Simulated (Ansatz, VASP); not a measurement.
TaS2 in VASP and in Ansatz

File INCAR:

```
SYSTEM = TaS2
ALGO     = Normal         ! electronic algorithm
EDIFF    = 1E-8           ! SCF threshold, eV
ENCUT    = 400            ! plane-wave cutoff, eV
GGA_COMPAT= .False.      
ISIF     = 2              ! what is computed and relaxed
ISMEAR   = -1             ! smearing method
LASPH    = .True.         ! aspherical terms in the spheres
LCHARG   = .False.        ! write CHGCAR
LEFG     = .True.       
LREAL    = .False.        ! projectors in reciprocal space
LWAVE    = .False.        ! write WAVECAR
NBANDS   = 18             ! bands
NELM     = 120            ! most SCF steps
PREC     = Accurate       ! precision mode
SIGMA    = 0.03           ! smearing width, eV
```

File KPOINTS:

```
k-points
0
Gamma
  9 9 5
  0 0 0
```

POSCAR

```
TaS2
1.0
    3.3500021206      0.0000000000      0.0000000000
   -1.6750010603      2.9011869392      0.0000000000
    0.0000000000      0.0000000000      5.6842000000
Ta S
1 2
Direct
    0.0000000000      0.0000000000      0.0000000000
    0.3333333333      0.6666666667      0.2500000000
    0.6666666667      0.3333333333      0.7500000000
```

Input for Ansatz:

```yaml
crystal:
  lattice:
    - [3.3500021206, 0.0, 0.0]
    - [-1.6750010603, 2.9011869392, 0.0]
    - [0.0, 0.0, 5.6842]
  atoms:
    - { symbol: Ta, position: [0.0, 0.0, 0.0] }
    - { symbol: S, position: [0.3333333333, 0.6666666667, 0.25] }
    - { symbol: S, position: [0.6666666667, 0.3333333333, 0.75] }
kpoints:
  mp_grid: { grid: [9, 9, 5] }
scf:
  occupations: { method: fermi_dirac, width: 0.03 }
hamiltonian:
  xc: lda
  pseudopotentials: { kind: all_electron, datasets: crystal }
output:
  forces: true
  stress: true
  eigenvalues: true
  efg: { contact_densities: true }
```

Change from the starting cell: zz strain of -3 %, crystal datasets.

Alike in both runs: task electric field gradients; functional LDA; k mesh 9 × 9 × 5; occupations fermi-dirac, width 0.03 eV; no spin polarisation.

|  | VASP | Ansatz |
| --- | --- | --- |
| version | VASP 6.6.1 | Ansatz 0.2.0 |
| potentials or method | VASP PAW LDA potentials, release 64 (Ta_pv, S), cutoff 400 eV | all-electron PAW with datasets made for the crystal, scalar-relativistic |

|  | VASP | Ansatz | Ansatz less VASP |
| --- | --- | --- | --- |
| pressure (GPa) | 6.4 | 6.0 | -0.44 |
| traceless stress, the component that is largest in VASP (GPa) | 5.29 | 5.26 | -0.033 |
| rms of the force components (eV/Å) | 0.736 | 0.705 | -0.0306 |
| size of Vzz on the site where it differs most (V/Å²) | 147.4 | 179.4 | +32.04 |

LDA's correlation is that of Perdew and Zunger in VASP and of Perdew and Wang (1992) in Ansatz. Atom by atom the forces differ by 0.031 eV/Å (rms over components). Ansatz ran all-electron here, and VASP with PAW potentials.

Neither program's run includes spin-orbit coupling.
